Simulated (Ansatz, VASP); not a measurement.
# ZrS2: VASP beside Ansatz

The input INCAR:

```
PREC     = Accurate       # precision mode
ENCUT    = 450            # plane-wave cutoff, eV
EDIFF    = 1E-7           # SCF threshold, eV
ISMEAR   = 0              # smearing method
SIGMA    = 0.02           # smearing width, eV
LREAL    = False          # projectors in reciprocal space
LASPH    = True           # aspherical terms in the spheres
NELM     = 120            # most SCF steps
ALGO     = Normal         # electronic algorithm
ISIF     = 2              # what is computed and relaxed
LWAVE    = False          # write WAVECAR
LCHARG   = False          # write CHGCAR
GGA      = PE             # functional
IBRION   = 2              # ionic algorithm
NSW      = 60             # ionic steps
EDIFFG   = -0.008         # ionic threshold
GGA_COMPAT= False        
NELMIN   = 4
```

Contents of KPOINTS:

```
Automatic mesh
0
Gamma
  12 12 4
```

POSCAR

```
ZrS2
1.0
    3.6852083125      0.0000000000      0.0000000000
   -1.8426041563      3.1914840169      0.0000000000
    0.0000000000      0.0000000000      6.6227500723
Zr S
1 2
Direct
    0.0000000000      0.0000000000      0.0000000000
    0.6666666667      0.3333333333      0.7835681978
    0.3333333333      0.6666666667      0.2164318022
```

Input for Ansatz:

```yaml
crystal:
  lattice:
    - [3.6852083125, 0.0, 0.0]
    - [-1.8426041563, 3.1914840169, 0.0]
    - [0.0, 0.0, 6.6227500723]
  atoms:
    - { symbol: Zr, position: [0.0, 0.0, 0.0] }
    - { symbol: S, position: [0.6666666667, 0.3333333333, 0.7835681978] }
    - { symbol: S, position: [0.3333333333, 0.6666666667, 0.2164318022] }
basis:
  ecutwfc: 420
kpoints:
  mp_grid: { grid: [12, 12, 4] }
hamiltonian:
  xc: pbe
scf:
  occupations: { method: gaussian, width: 0.02 }
output:
  forces: true
  stress: true
  eigenvalues: true
relax:
  adjacent_minimum: "off"
  f_tol: 0.008
  max_steps: 40
```

Change from the starting cell: strain along c alone, the other axes held, atoms relaxed: -2.0 %.

Alike in both runs: task relaxation of the atoms; functional PBE; k mesh 12 × 12 × 4; occupations gaussian, width 0.02 eV; no spin polarisation.

```csv
,VASP,Ansatz
version,VASP 6.6.1,Ansatz 0.2.0
potentials or method,"VASP PAW PBE potentials, release 64 (Zr_sv, S), cutoff 450 eV","scalar-relativistic, plane waves, PAW"
valence electrons in the cell,24,24
```

Ansatz gave:

```
gap on the k mesh at the Fermi level, each at its own relaxed structure (eV) : 1.13
```

What did VASP give for the same quantities?

gap on the k mesh at the Fermi level, each at its own relaxed structure (eV): 1.12.

Ansatz's warnings: stress scf threshold loose.
